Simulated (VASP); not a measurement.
# PdS2 (P-6m2) in VASP: single point with LDA

Aim: the single point of PdS2 with LDA.

All numbers are computed with VASP 6.6.1; they aren't measurements. Logs are shortened: lines on timing, memory, paths and dates and some standing lists are left out, and cuts for length are marked.

## Step 1: The cell of the first run

The structure is hexagonal, space group P-6m2 (No. 187). Conventional cell: a = 3.546 Å, b = 3.546 Å, c = 4.831 Å, α = 90.00°, β = 90.00°, γ = 120.00°. Pd (site symmetry -6m2) has 6 S at 2.49 Å within 3.3 Å. Within 2.7 Å of S (site symmetry 3m) lie 1 S at 2.00 Å and 3 Pd at 2.49 Å.

## Step 2: Single point, LDA, non-collinear spin, zero start, spin-orbit coupling

INCAR

```
SYSTEM = PdS2
  PREC = Accurate
  ENCUT = 630
  EDIFF = 1E-6
  ISMEAR = -1
  SIGMA = 0.05
  LREAL = .FALSE.
  LASPH = .TRUE.
  NELM = 200
  ALGO = Normal
  ISIF = 2
  LWAVE = .FALSE.
  LCHARG = .TRUE.
  MAGMOM = 0 0 0 0 0 0 0 0 0
  LORBIT = 11
  LSORBIT = .TRUE.
  GGA_COMPAT = .FALSE.
  LORBMOM = .TRUE.
  LMAXMIX = 4
  GGA = CA
  LVHAR = .TRUE.
  NBANDS = 43
```

KPOINTS

```
Automatic mesh
0
G
  7 7 5
  0 0 0
```

POSCAR

```
PdS2
1.0
    3.5455673334      0.0000000000      0.0000000000
   -1.7727836667      3.0705513816      0.0000000000
    0.0000000000      0.0000000000      4.8311308708
Pd S
1 2
Direct
    0.0000000000      0.0000000000      0.5000000000
    0.6666666667      0.3333333333      0.7929887378
    0.6666666667      0.3333333333      0.2070112622
```

Potentials or basis: VASP PAW LDA potentials, release 64 (Pd_sv_GW, S).

Started as:

```sh
$ cat potpaw_LDA.64/Pd_sv_GW/POTCAR potpaw_LDA.64/S/POTCAR > POTCAR
$ mpirun -np 1 vasp_ncl > vasp.out
```

OUTCAR:

```text
SYSTEM = PdS2
   PREC = Accurate
   ENCUT = 630
   EDIFF = 1E-6
   ISMEAR = -1
   LREAL = .FALSE.
   LASPH = .TRUE.
   NELM = 200
   ISIF = 2
   LORBIT = 11
   LSORBIT = .TRUE.
   GGA = CA

 ion  position               nearest neighbor table
   1  0.000  0.000  0.500-   2 2.49   3 2.49   2 2.49   3 2.49   2 2.49   3 2.49
   2  0.667  0.333  0.793-   3 2.00   1 2.49   1 2.49   1 2.49
   3  0.667  0.333  0.207-   2 2.00   1 2.49   1 2.49   1 2.49

  LATTYP: Found a hexagonal cell.
 ALAT       =     3.5455673334
 C/A-ratio  =     1.3625833094

  Lattice vectors:

 A1 = (   3.5455673334,   0.0000000000,   0.0000000000)
 A2 = (  -1.7727836667,   3.0705513816,   0.0000000000)
 A3 = (   0.0000000000,   0.0000000000,   4.8311308708)

Analysis of symmetry for initial positions (statically):
=====================================================================
 Subroutine PRICEL returns:
 Original cell was already a primitive cell.

 Routine SETGRP: Setting up the symmetry group for a
 hexagonal supercell.

 Subroutine GETGRP returns: Found 12 space group operations
 (whereof 12 operations were pure point group operations)
 out of a pool of 24 trial point group operations.

The static configuration has the point symmetry D_3h.

Analysis of symmetry for dynamics (positions and initial velocities):
=====================================================================
 Subroutine PRICEL returns:
 Original cell was already a primitive cell.

 Routine SETGRP: Setting up the symmetry group for a
 hexagonal supercell.

 Subroutine GETGRP returns: Found 12 space group operations
 (whereof 12 operations were pure point group operations)
 out of a pool of 24 trial point group operations.

The dynamic configuration has the point symmetry D_3h.

Analysis of structural, dynamic, and magnetic symmetry:
=====================================================================
 Subroutine PRICEL returns:
 Original cell was already a primitive cell.

 Routine SETGRP: Setting up the symmetry group for a
 hexagonal supercell.

 Subroutine GETGRP returns: Found 12 space group operations
 (whereof 12 operations were pure point group operations)
 out of a pool of 24 trial point group operations.

The overall configuration has the point symmetry D_3h.

 Subroutine INISYM returns: Found 12 space group operations
 (whereof 12 operations are pure point group operations),
 and found     1 'primitive' translations

----------------------------------------------------------------------------------------

                                     Primitive cell

  volume of cell :      52.5958

  direct lattice vectors                    reciprocal lattice vectors
     3.545567333  0.000000000  0.000000000     0.282042310  0.162837203  0.000000000
    -1.772783667  3.070551382  0.000000000     0.000000000  0.325674407  0.000000000
     0.000000000  0.000000000  4.831130871     0.000000000  0.000000000  0.206990874

  length of vectors
     3.545567333  3.545567333  4.831130871     0.325674407  0.325674407  0.206990874

  position of ions in fractional coordinates (direct lattice)
     0.000000000  0.000000000  0.500000000
     0.666666667  0.333333333  0.792988738
     0.666666667  0.333333333  0.207011262

  ion indices of the primitive-cell ions
   primitive index   ion index
                 1           1
                 2           2
                 3           3

----------------------------------------------------------------------------------------

 KPOINTS: Automatic mesh

Automatic generation of k-mesh.
 Grid dimensions read from file:
 generate k-points for:    7    7    5

 Generating k-lattice:

  Cartesian coordinates                     Fractional coordinates (reciprocal lattice)
     0.040291759  0.023262458  0.000000000     0.142857143  0.000000000  0.000000000
     0.000000000  0.046524915  0.000000000     0.000000000  0.142857143  0.000000000
     0.000000000  0.000000000  0.041398175     0.000000000  0.000000000  0.200000000

  Length of vectors
     0.046524915  0.046524915  0.041398175

  Shift w.r.t. Gamma in fractional coordinates (k-lattice)
     0.000000000  0.000000000  0.000000000

 Subroutine IBZKPT returns following result:
 ===========================================

 Found     36 irreducible k-points:

[... 55 lines left out ...]
   PSTRESS=    0.0 pullay stress
   NELECT =      30.0000    total number of electrons
   NUPDOWN=      -1.0000    fix difference up-down
   EMIN   =  10.00;   EMAX   =-10.00  energy-range for DOS
   EFERMI =   0.00;   METHOD = LEGACY
   ISMEAR =    -1;   SIGMA  =   0.05  broadening in eV -4-tet -1-fermi 0-gaus
   EFERMI_NEDOS =   21; number of points for ismear=-14 and -15
   IALGO  =     38    algorithm
   IMIX   =      4    mixing-type and parameters
     AMIX     =   0.40;   BMIX     =  1.00
     AMIX_MAG =   1.60;   BMIX_MAG =  1.00
  volume/ion in A,a.u.               =      17.53       118.31
  Fermi-wavevector in a.u.,A,eV,Ry     =   1.357683  2.565648 25.079650  1.843302
  Thomas-Fermi vector in A             =   2.484580
   LORBIT       =     11    0 simple, 1 ext, 2 COOP (PROOUT), +10 PAW based schemes
   GGA     = CA    functional components
   LHFCALC =     F    Hartree Fock is set to
   AEXX    =    0.0000 exact exchange contribution
   IVDW    =     0    specifies the selected vdW correction
   LEPSILON=     F    determine dielectric tensor
   LRPA    =     F    only Hartree local field effects (RPA)
  energy-cutoff  :      630.00
  volume of cell :       52.60
 maximum number of plane-waves:      3794
 NGX is ok and might be reduce to    30
   NGX = 15   NGY = 15   NGZ = 19

 number of electron      30.0000004 magnetization      -0.0000000      0.0000000      0.0000000

 number of electron      30.0000004 magnetization      -0.0000000      0.0000000     -0.0000000

 number of electron      30.0000004 magnetization      -0.0000000     -0.0000000     -0.0000000

 number of electron      30.0000004 magnetization       0.0000000      0.0000000      0.0000000

 Free energy of the ion-electron system (eV)
  ---------------------------------------------------
  ext. energy  EPLUGINS =         0.00000000
  ---------------------------------------------------
  free energy    TOTEN  =       -15.02942845 eV

  energy without entropy =      -15.01703323  energy(sigma->0) =      -15.02323084

 E-fermi :   6.4643     XC(G=0): -11.1946

 val. band max:        6.4538469228   @ k =   0.4286  -0.0000   0.4000
 cond. band min:       6.4865527369   @ k =   0.2857   0.1429   0.4000
 fundamental gap:      0.0327058140
 Fermi energy:         6.4643180079

 k-point     1 :       0.0000    0.0000    0.0000
  band No.  band energies     occupation
      1     -77.4595      1.00000
      2     -77.4595      1.00000
      3     -46.4499      1.00000
      4     -46.4499      1.00000
      5     -42.0786      1.00000
      6     -42.0786      1.00000
[... 1069 lines left out ...]
     41      14.9808      0.00000
     42      15.0063      0.00000

 [... further k-points ...]

 [bands above 42 left out]

------------------------ aborting loop because EDIFF is reached ----------------------------------------

  FORCE on cell =-STRESS in cart. coord.  units (eV):
  Direction    XX          YY          ZZ          XY          YZ          ZX
  --------------------------------------------------------------------------------------
  -------------------------------------------------------------------------------------
  Total        0.0415321      0.0415321     -0.2232103      0.0000000     -0.0000000      0.0000000
  in kB        1.2651560      1.2651560     -6.7994526      0.0000000     -0.0000000      0.0000000
  external PRESSURE =      -1.4230469 kB  Pullay stress =       0.0000000 kB

 VOLUME and BASIS-vectors are now :
 -----------------------------------------------------------------------------
  energy-cutoff  :      630.00
  volume of cell :       52.60
      direct lattice vectors                 reciprocal lattice vectors
     3.545567333  0.000000000  0.000000000     0.282042310  0.162837203  0.000000000
    -1.772783667  3.070551382  0.000000000     0.000000000  0.325674407  0.000000000
     0.000000000  0.000000000  4.831130871     0.000000000  0.000000000  0.206990874

 POSITION                                       TOTAL-FORCE (eV/Angst)
 -----------------------------------------------------------------------------------
      0.00000      0.00000      2.41557         0.000000     -0.000000      0.000000
      1.77278      1.02352      3.83103        -0.000000     -0.000000      0.156666
      1.77278      1.02352      1.00010        -0.000000      0.000000     -0.156666
 -----------------------------------------------------------------------------------
    total drift:                               -0.000000      0.000000      0.000000

  FREE ENERGIE OF THE ION-ELECTRON SYSTEM (eV)
  ---------------------------------------------------
  free  energy   TOTEN  =       -15.0294284549 eV

  energy  without entropy=      -15.0170332324  energy(sigma->0) =      -15.02323084

 orbital moment (x)

 # of ion     p       d       f       tot
 ------------------------------------------------
  1         0.000   0.000  -0.000   0.000
  2        -0.000   0.000   0.000  -0.000
  3         0.000   0.000   0.000   0.000
 ------------------------------------------------
            0.000   0.000  -0.000   0.000

 orbital moment (y)

 # of ion     p       d       f       tot
 ------------------------------------------------
  1        -0.000  -0.000  -0.000  -0.000
  2         0.000   0.000   0.000   0.000
  3        -0.000   0.000   0.000  -0.000
 ------------------------------------------------
           -0.000  -0.000  -0.000  -0.000

 orbital moment (z)

 # of ion     p       d       f       tot
 ------------------------------------------------
  1        -0.000  -0.000   0.000  -0.000
  2         0.000   0.000   0.000   0.000
  3         0.000   0.000   0.000   0.000
 ------------------------------------------------
           -0.000  -0.000   0.000  -0.000

 Spin-Orbit-Coupling matrix elements

 Ion:    1  E_soc:     -0.6613015
 l=   1
     0.0000000    -0.0962001    -0.0962498
    -0.0962001     0.0000000    -0.0962001
    -0.0962498    -0.0962001     0.0000000
 l=   2
     0.0000000    -0.0031025     0.0000000    -0.0031025    -0.0099797
    -0.0031025     0.0000000    -0.0078605    -0.0038900    -0.0031025
     0.0000000    -0.0078605     0.0000000    -0.0078605     0.0000000
    -0.0031025    -0.0038900    -0.0078605     0.0000000    -0.0031025
    -0.0099797    -0.0031025     0.0000000    -0.0031025     0.0000000
 l=   3
     0.0000000    -0.0000000     0.0000000     0.0000000     0.0000000    -0.0000000    -0.0000000
    -0.0000000     0.0000000     0.0000000     0.0000000     0.0000000     0.0000000     0.0000000
     0.0000000     0.0000000     0.0000000    -0.0000000    -0.0000000     0.0000000     0.0000000
     0.0000000     0.0000000    -0.0000000     0.0000000    -0.0000000     0.0000000     0.0000000
[... 29 lines left out ...]
 l=   2
     0.0000000     0.0000000     0.0000000     0.0000000     0.0000000
     0.0000000     0.0000000     0.0000000     0.0000000     0.0000000
     0.0000000     0.0000000     0.0000000     0.0000000     0.0000000
     0.0000000     0.0000000     0.0000000     0.0000000     0.0000000
     0.0000000     0.0000000     0.0000000     0.0000000     0.0000000
 l=   3
     0.0000000     0.0000000     0.0000000     0.0000000     0.0000000     0.0000000     0.0000000
     0.0000000     0.0000000     0.0000000     0.0000000     0.0000000     0.0000000     0.0000000
     0.0000000     0.0000000     0.0000000     0.0000000     0.0000000     0.0000000     0.0000000
     0.0000000     0.0000000     0.0000000     0.0000000     0.0000000     0.0000000     0.0000000
     0.0000000     0.0000000     0.0000000     0.0000000     0.0000000     0.0000000     0.0000000
     0.0000000     0.0000000     0.0000000     0.0000000     0.0000000     0.0000000     0.0000000
     0.0000000     0.0000000     0.0000000     0.0000000     0.0000000     0.0000000     0.0000000

 total charge

# of ion       s       p       d       f       tot
--------------------------------------------------
    1        2.132   6.085   7.475   0.012  15.705
    2        1.380   2.231   0.000   0.000   3.611
    3        1.380   2.231   0.000   0.000   3.611
--------------------------------------------------
tot          4.892  10.547   7.475   0.012  22.926

 magnetization (x)

# of ion       s       p       d       f       tot
--------------------------------------------------
    1        0.000   0.000   0.000   0.000   0.000
    2        0.000  -0.000   0.000   0.000  -0.000
    3        0.000   0.000   0.000   0.000   0.000
--------------------------------------------------
tot          0.000  -0.000   0.000   0.000  -0.000

 magnetization (y)

# of ion       s       p       d       f       tot
--------------------------------------------------
    1       -0.000   0.000   0.000   0.000   0.000
    2        0.000   0.000   0.000   0.000   0.000
    3        0.000   0.000   0.000   0.000   0.000
--------------------------------------------------
tot         -0.000   0.000   0.000   0.000   0.000

 magnetization (z)

# of ion       s       p       d       f       tot
--------------------------------------------------
    1       -0.000   0.000   0.000   0.000   0.000
    2       -0.000  -0.000   0.000   0.000  -0.000
    3       -0.000  -0.000   0.000   0.000  -0.000
--------------------------------------------------
tot         -0.000  -0.000   0.000   0.000   0.000
```

Wall time 2.4 min (1 thread of Intel Xeon Platinum 8559C (Emerald Rapids), shared host); peak memory 0.37 GiB.

What came out:

```
Free energy                                           : -15.0294 eV
Pressure                                              : -0.1 GPa
Largest force                                         : 0.157 eV/Å
Net moment                                            : 0.00 μB per cell
Valence electrons inside the program's atomic spheres : Pd 15.71; S 3.61
```

Forces in eV/Å, atoms in the order of the input:
```
Pd   0.000  0.000  0.000
S    0.000  0.000  0.157
S    0.000  0.000 -0.157
```

Moments on the atoms (μB; x, y, z):
```
Pd  0.00 0.00 0.00
S   0.00 0.00 0.00
S   0.00 0.00 0.00
```
